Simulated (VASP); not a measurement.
# SbMo in VASP: further runs

SbMo is run at these levels: PBEsol; tasks: single point, relaxation of shape and atoms at fixed volume.

Program: VASP 6.6.1. These are calculated values, not measurements. Logs are shortened: lines on timing, memory, paths and dates and some standing lists are left out, and cuts for length are marked.

### Step 1. The cell of the first run

It takes space group P6_3/mmc (No. 194, hexagonal). Conventional cell: a = 4.227 Å, b = 4.227 Å, c = 5.172 Å, α = 90.00°, β = 90.00°, γ = 120.00°. Mo (site symmetry -3m) has 2 Mo at 2.59 Å and 6 Sb at 2.76 Å within 3.4 Å. Within 3.6 Å of Sb (site symmetry -6m2) lie 6 Mo at 2.76 Å and 6 Sb at 3.56 Å.

### Step 2. Single point, PBEsol (20.01 Å³/atom)

INCAR

```
ALGO = Normal
EDIFF = 1E-7
ENCUT = 520
GGA = PS
ISIF = 2
ISMEAR = 0
LASPH = T
LCHARG = F
LREAL = F
LWAVE = F
NBANDS = 27
NELM = 100
PREC = Accurate
SIGMA = 0.05
```

KPOINTS

```
k-points
0
Gamma
  10 10 6
```

POSCAR

```
SbMo
1.0
    4.2271146484      0.0000000000      0.0000000000
   -2.1135573242      3.6607886702      0.0000000000
    0.0000000000      0.0000000000      5.1723648990
Mo Sb
2 2
Direct
    0.0000000000      0.0000000000      0.0000000000
    0.0000000000      0.0000000000      0.5000000000
    0.3333333333      0.6666666667      0.2500000000
    0.6666666667      0.3333333333      0.7500000000
```

Potentials or basis: VASP PAW PBE potentials, release 64 (Mo_sv, Sb).

Command:

```bash
> cat potpaw_PBE.64/Mo_sv/POTCAR potpaw_PBE.64/Sb/POTCAR > POTCAR
> mpirun -np 1 vasp_std > vasp.out
```

OUTCAR:

```text
EDIFF = 1E-7
   ENCUT = 520
   GGA = PS
   ISIF = 2
   ISMEAR = 0
   LASPH = T
   LREAL = F
   NELM = 100
   PREC = Accurate

 ion  position               nearest neighbor table
   1  0.000  0.000  0.000-   2 2.59   2 2.59   4 2.76   3 2.76   3 2.76   4 2.76   4 2.76   3 2.76

   2  0.000  0.000  0.500-   1 2.59   1 2.59   4 2.76   3 2.76   3 2.76   4 2.76   4 2.76   3 2.76

   3  0.333  0.667  0.250-   1 2.76   2 2.76   1 2.76   2 2.76   1 2.76   2 2.76   4 3.56   4 3.56
                             4 3.56   4 3.56   4 3.56   4 3.56
   4  0.667  0.333  0.750-   1 2.76   2 2.76   1 2.76   2 2.76   1 2.76   2 2.76   3 3.56   3 3.56
                             3 3.56   3 3.56   3 3.56   3 3.56

  LATTYP: Found a hexagonal cell.
 ALAT       =     4.2271146484
 C/A-ratio  =     1.2236159483

  Lattice vectors:

 A1 = (   4.2271146484,   0.0000000000,   0.0000000000)
 A2 = (  -2.1135573242,   3.6607886702,   0.0000000000)
 A3 = (   0.0000000000,   0.0000000000,   5.1723648990)

Analysis of symmetry for initial positions (statically):
=====================================================================
 Subroutine PRICEL returns:
 Original cell was already a primitive cell.

 Routine SETGRP: Setting up the symmetry group for a
 hexagonal supercell.

 Subroutine GETGRP returns: Found 24 space group operations
 (whereof 12 operations were pure point group operations)
 out of a pool of 24 trial point group operations.

The static configuration has the point symmetry D_3d.
 The point group associated with its full space group is D_6h.

Analysis of symmetry for dynamics (positions and initial velocities):
=====================================================================
 Subroutine PRICEL returns:
 Original cell was already a primitive cell.

 Routine SETGRP: Setting up the symmetry group for a
 hexagonal supercell.

 Subroutine GETGRP returns: Found 24 space group operations
 (whereof 12 operations were pure point group operations)
 out of a pool of 24 trial point group operations.

The dynamic configuration has the point symmetry D_3d.
 The point group associated with its full space group is D_6h.

 Subroutine INISYM returns: Found 24 space group operations
 (whereof 12 operations are pure point group operations),
 and found     1 'primitive' translations

----------------------------------------------------------------------------------------

                                     Primitive cell

  volume of cell :      80.0401

  direct lattice vectors                    reciprocal lattice vectors
     4.227114648  0.000000000  0.000000000     0.236567986  0.136582591  0.000000000
    -2.113557324  3.660788670  0.000000000     0.000000000  0.273165181  0.000000000
     0.000000000  0.000000000  5.172364899     0.000000000  0.000000000  0.193335161

  length of vectors
     4.227114648  4.227114648  5.172364899     0.273165181  0.273165181  0.193335161

  position of ions in fractional coordinates (direct lattice)
     0.000000000  0.000000000  0.000000000
     0.000000000  0.000000000  0.500000000
     0.333333333  0.666666667  0.250000000
     0.666666667  0.333333333  0.750000000

  ion indices of the primitive-cell ions
   primitive index   ion index
                 1           1
                 2           2
                 3           3
                 4           4

----------------------------------------------------------------------------------------

 KPOINTS: k-points

Automatic generation of k-mesh.
 Grid dimensions read from file:
 generate k-points for:   10   10    6

 Generating k-lattice:

  Cartesian coordinates                     Fractional coordinates (reciprocal lattice)
     0.023656799  0.013658259  0.000000000     0.100000000  0.000000000  0.000000000
     0.000000000  0.027316518  0.000000000     0.000000000  0.100000000  0.000000000
     0.000000000  0.000000000  0.032222527     0.000000000  0.000000000  0.166666667

  Length of vectors
     0.027316518  0.027316518  0.032222527

  Shift w.r.t. Gamma in fractional coordinates (k-lattice)
     0.000000000  0.000000000  0.000000000

 Subroutine IBZKPT returns following result:
 ===========================================

 Found     56 irreducible k-points:

 Following reciprocal coordinates:
            Coordinates               Weight
  0.000000  0.000000  0.000000      1.000000
  0.100000  0.000000  0.000000      6.000000
  0.200000  0.000000  0.000000      6.000000
  0.300000  0.000000  0.000000      6.000000
  0.400000  0.000000  0.000000      6.000000
  0.500000  0.000000  0.000000      3.000000
[... 16 lines left out ...]
  0.300000  0.100000  0.166667     24.000000
  0.400000  0.100000  0.166667     24.000000
 [... further k-points ...]
   k-points           NKPTS =     56   k-points in BZ     NKDIM =     56   number of bands    NBANDS=     27
   number of dos      NEDOS =    301   number of ions     NIONS =      4
   total plane-waves  NPLWV =  40960
   dimension x,y,z NGX =    32 NGY =   32 NGZ =   40
   dimension x,y,z NGXF=    64 NGYF=   64 NGZF=   80
   ions per type =               2   2
   NGX,Y,Z   is equivalent  to a cutoff of  12.59, 12.59, 12.86 a.u.
   NGXF,Y,Z  is equivalent  to a cutoff of  25.17, 25.17, 25.71 a.u.
 SYSTEM =  unknown system
   PREC   = accura    normal or accurate (medium, high low for compatibility)
   ISTART =      0    job   : 0-new  1-cont  2-samecut
   ICHARG =      2    charge: 1-file 2-atom 10-const
   ISPIN  =      1    spin polarized calculation?
   LNONCOLLINEAR =      F non collinear calculations
   LSORBIT =      F    spin-orbit coupling
   LASPH  =      T    aspherical Exc in radial PAW
   ENCUT  =  520.0 eV  38.22 Ry    6.18 a.u.   7.86  7.86  9.62*2*pi/ulx,y,z
   NELM   =    100;   NELMIN=  2; NELMDL= -5     # of ELM steps
   EDIFF  = 0.1E-06   stopping-criterion for ELM
   LREAL  =      F    real-space projection
   EDIFFG = 0.1E-05   stopping-criterion for IOM
   NSW    =      0    number of steps for IOM
   IBRION =     -1    ionic relax: 0-MD 1-quasi-New 2-CG
   NFREE  =      0    steps in history (QN), initial steepest desc. (CG)
   ISIF   =      2    stress and relaxation
   ISYM   =      2    0-nonsym 1-usesym 2-fastsym
   POTIM  = 0.5000    time-step for ionic-motion
   TEBEG  =    0.0;   TEEND  =   0.0 temperature during run
   PSTRESS=    0.0 pullay stress
   NELECT =      38.0000    total number of electrons
   NUPDOWN=      -1.0000    fix difference up-down
   EMIN   =  10.00;   EMAX   =-10.00  energy-range for DOS
   EFERMI =   0.00;   METHOD = LEGACY
   ISMEAR =     0;   SIGMA  =   0.05  broadening in eV -4-tet -1-fermi 0-gaus
   EFERMI_NEDOS =   21; number of points for ismear=-14 and -15
   IALGO  =     38    algorithm
   IMIX   =      4    mixing-type and parameters
     AMIX     =   0.40;   BMIX     =  1.00
     AMIX_MAG =   1.60;   BMIX_MAG =  1.00
  volume/ion in A,a.u.               =      20.01       135.03
  Fermi-wavevector in a.u.,A,eV,Ry     =   1.277125  2.413416 22.191760  1.631048
  Thomas-Fermi vector in A             =   2.409742
   LORBIT       =      0    0 simple, 1 ext, 2 COOP (PROOUT), +10 PAW based schemes
   GGA     = PS    functional components
   LHFCALC =     F    Hartree Fock is set to
   AEXX    =    0.0000 exact exchange contribution
   IVDW    =     0    specifies the selected vdW correction
   LEPSILON=     F    determine dielectric tensor
   LRPA    =     F    only Hartree local field effects (RPA)
 non-spin polarized calculation
 Gauss-broadening in eV      SIGMA  =   0.05
  energy-cutoff  :      520.00
  volume of cell :       80.04
 maximum number of plane-waves:      2173
 NGX is ok and might be reduce to    32
   NGX = 15   NGY = 15   NGZ = 19

 number of electron      37.9999995 magnetization

 Free energy of the ion-electron system (eV)
  ---------------------------------------------------
  ext. energy  EPLUGINS =         0.00000000
  ---------------------------------------------------
  free energy    TOTEN  =       -31.46380382 eV

  energy without entropy =      -31.46165758  energy(sigma->0) =      -31.46273070

 E-fermi :  10.1849     XC(G=0): -11.7240

 val. band max:       10.1384996038   @ k =   0.5000   0.0000   0.5000
 cond. band min:      10.1949757798   @ k =   0.1000   0.1000   0.0000
 fundamental gap:      0.0564761760
 Fermi energy:        10.1848696603

 k-point     1 :       0.0000    0.0000    0.0000
  band No.  band energies     occupation
      1     -50.3251      2.00000
      2     -50.1162      2.00000
      3     -25.2150      2.00000
      4     -24.4872      2.00000
      5     -24.4872      2.00000
      6     -24.2938      2.00000
[... 19 lines left out ...]
     26      16.3548      0.00000
     27      16.3836      0.00000

 k-point     2 :       0.1000    0.0000    0.0000
  band No.  band energies     occupation
      1     -50.3250      2.00000
      2     -50.1162      2.00000
      3     -25.2143      2.00000
      4     -24.4903      2.00000
      5     -24.4880      2.00000
      6     -24.2955      2.00000
[... 19 lines left out ...]
     26      15.6016      0.00000
     27      15.8844      0.00000

 k-point     3 :       0.2000    0.0000    0.0000
  band No.  band energies     occupation
      1     -50.3247      2.00000
      2     -50.1159      2.00000
      3     -25.2125      2.00000
      4     -24.4984      2.00000
      5     -24.4901      2.00000
      6     -24.3000      2.00000
[... 19 lines left out ...]
     26      15.1456      0.00000
     27      15.3678      0.00000

 k-point     4 :       0.3000    0.0000    0.0000
  band No.  band energies     occupation
      1     -50.3243      2.00000
      2     -50.1156      2.00000
      3     -25.2104      2.00000
      4     -24.5083      2.00000
      5     -24.4928      2.00000
      6     -24.3055      2.00000
[... 19 lines left out ...]
     26      15.5291      0.00000
     27      15.7112      0.00000

 k-point     5 :       0.4000    0.0000    0.0000
  band No.  band energies     occupation
      1     -50.3240      2.00000
      2     -50.1154      2.00000
      3     -25.2086      2.00000
      4     -24.5164      2.00000
      5     -24.4949      2.00000
      6     -24.3100      2.00000
[... 19 lines left out ...]
     26      16.0822      0.00000
     27      16.2870      0.00000

 k-point     6 :       0.5000    0.0000    0.0000
  band No.  band energies     occupation
      1     -50.3239      2.00000
      2     -50.1153      2.00000
      3     -25.2080      2.00000
      4     -24.5195      2.00000
      5     -24.4957      2.00000
      6     -24.3117      2.00000
[... 444 lines left out ...]
      1     -50.3111      2.00000
      2     -50.1303      2.00000
      3     -25.1181      2.00000
      4     -24.4827      2.00000
      5     -24.4768      2.00000
      6     -24.3119      2.00000
[... 19 lines left out ...]
     26      14.9860      0.00000
     27      16.0635      0.00000

 k-point    22 :       0.2000    0.1000    0.1667
  band No.  band energies     occupation
      1     -50.3107      2.00000
      2     -50.1300      2.00000
      3     -25.1162      2.00000
      4     -24.4909      2.00000
      5     -24.4796      2.00000
      6     -24.3168      2.00000
[... 19 lines left out ...]
     26      15.0137      0.00000
     27      16.3606      0.00000

 k-point    23 :       0.3000    0.1000    0.1667
  band No.  band energies     occupation
      1     -50.3104      2.00000
      2     -50.1297      2.00000
      3     -25.1143      2.00000
      4     -24.4991      2.00000
      5     -24.4825      2.00000
      6     -24.3217      2.00000
[... 19 lines left out ...]
     26      15.3587      0.00000
     27      16.6676      0.00000

 k-point    24 :       0.4000    0.1000    0.1667
  band No.  band energies     occupation
      1     -50.3102      2.00000
      2     -50.1296      2.00000
      3     -25.1131      2.00000
      4     -24.5042      2.00000
      5     -24.4842      2.00000
      6     -24.3247      2.00000
[... 19 lines left out ...]
     26      15.4753      0.00000
     27      16.9216      0.00000

 [... further k-points ...]

------------------------ aborting loop because EDIFF is reached ----------------------------------------

  FORCE on cell =-STRESS in cart. coord.  units (eV):
  Direction    XX          YY          ZZ          XY          YZ          ZX
  --------------------------------------------------------------------------------------
  -------------------------------------------------------------------------------------
  Total        3.2872263      3.2872263      3.3440673      0.0000000      0.0000000      0.0000000
  in kB       65.8009777     65.8009777     66.9387727      0.0000000      0.0000000      0.0000000
  external PRESSURE =      66.1802427 kB  Pullay stress =       0.0000000 kB

 VOLUME and BASIS-vectors are now :
 -----------------------------------------------------------------------------
  energy-cutoff  :      520.00
  volume of cell :       80.04
      direct lattice vectors                 reciprocal lattice vectors
     4.227114648  0.000000000  0.000000000     0.236567986  0.136582591  0.000000000
    -2.113557324  3.660788670  0.000000000     0.000000000  0.273165181  0.000000000
     0.000000000  0.000000000  5.172364899     0.000000000  0.000000000  0.193335161

 POSITION                                       TOTAL-FORCE (eV/Angst)
 -----------------------------------------------------------------------------------
      0.00000      0.00000      0.00000        -0.000000      0.000000      0.000000
      0.00000      0.00000      2.58618        -0.000000      0.000000      0.000000
     -0.00000      2.44053      1.29309         0.000000      0.000000     -0.000000
      2.11356      1.22026      3.87927        -0.000000      0.000000      0.000000
 -----------------------------------------------------------------------------------
    total drift:                                0.000000     -0.000000      0.000000

  FREE ENERGIE OF THE ION-ELECTRON SYSTEM (eV)
  ---------------------------------------------------
  free  energy   TOTEN  =       -31.4638038239 eV

  energy  without entropy=      -31.4616575817  energy(sigma->0) =      -31.46273070
```

Wall time 1.7 min (1 thread of Intel Xeon 8259CL, shared host); peak memory 0.26 GiB.

What came out:

```
Free energy            : -31.4638 eV
Pressure               : 6.6 GPa
Band gap on the k mesh : zero (bands 19 and 20 overlap by 1.66 eV)
```

Stress tensor (GPa, compression positive):
```
6.58 0.00 0.00
0.00 6.58 0.00
0.00 0.00 6.69
```

Caveat: the cell stands under pressure; the PAW data sets were made with another functional, which shifts forces and pressure a little; spin-orbit coupling is left out, which moves the levels of the heavy elements.

### Step 3. Single point, PBEsol

This run uses another cell than the first one, of 20.64 Å³/atom.

INCAR

```
ALGO     = Normal         # electronic algorithm
EDIFF    = 1E-6           # SCF threshold, eV
ENCUT    = 520            # plane-wave cutoff, eV
GGA      = PS             # functional
ISIF     = 2              # what is computed and relaxed
ISMEAR   = 0              # smearing method
LASPH    = T              # aspherical terms in the spheres
LCHARG   = F              # write CHGCAR
LREAL    = F              # projectors in reciprocal space
LWAVE    = F              # write WAVECAR
NBANDS   = 27             # bands
NELM     = 80             # most SCF steps
PREC     = Accurate       # precision mode
SIGMA    = 0.05           # smearing width, eV
```

KPOINTS is that of step 2.

POSCAR

```
SbMo
1.0
    4.3007862046      0.0000000000      0.0000000000
   -2.1503931023      3.6873442084      0.0000000000
    0.0000000000      0.0000000000      5.2048745783
Mo Sb
2 2
Direct
    0.0000000000      0.0000000000      0.0000000000
    0.0000000000      0.0000000000      0.5000000000
    0.3333333333      0.6666666667      0.2500000000
    0.6666666667      0.3333333333      0.7500000000
```

Potentials or basis: VASP PAW PBE potentials, release 64 (Mo_sv, Sb).

Command:

```bash
> cat potpaw_PBE.64/Mo_sv/POTCAR potpaw_PBE.64/Sb/POTCAR > POTCAR
> mpirun -np 1 vasp_std > vasp.out
```

Run time: 3 min. Hardware: 1 thread of Intel Xeon 8259CL, shared host; peak memory 0.37 GiB.

It converged, with:

| Quantity | Value |
| --- | --- |
| Free energy | -31.5261 eV |
| Pressure | 1.7 GPa |
| Largest force | 0.129 eV/Å |
| Band gap on the k mesh | zero (bands 19 and 20 overlap by 1.54 eV) |

Forces on the atoms (eV/Å):
```
Mo   0.000  0.000  0.000
Mo   0.000  0.000  0.000
Sb   0.000  0.129  0.000
Sb   0.000 -0.129  0.000
```

Stress tensor (GPa, compression positive):
```
1.07 0.00 0.00
0.00 2.37 0.00
0.00 0.00 1.52
```

Levels at points of the mesh, in eV from the Fermi level:
```tsv
k point	band 17	band 18	band 19	band 20	band 21	band 22
(0.00, 0.00, 0.00)	-0.36	-0.33	0.74	0.80	2.42	2.42
(0.50, 0.00, 0.00)	-1.63	-1.08	-0.70	0.46	1.04	2.18
(0.00, 0.50, 0.00)	-1.62	-1.07	-0.69	0.48	1.06	2.18
(0.00, 0.00, 0.50)	-0.75	-0.75	-0.71	-0.71	0.77	0.77
(0.50, 0.00, 0.50)	-0.25	-0.25	-0.03	-0.03	0.03	0.03
(0.00, 0.50, 0.50)	-0.25	-0.25	-0.03	-0.03	0.05	0.05
```

Caveat: the PAW data sets were made with another functional, which shifts forces and pressure a little; spin-orbit coupling is left out, which moves the levels of the heavy elements.

[end of part 1 of 2]

The gap in the log of VASP goes by the Fermi energy; the results here count the filled bands.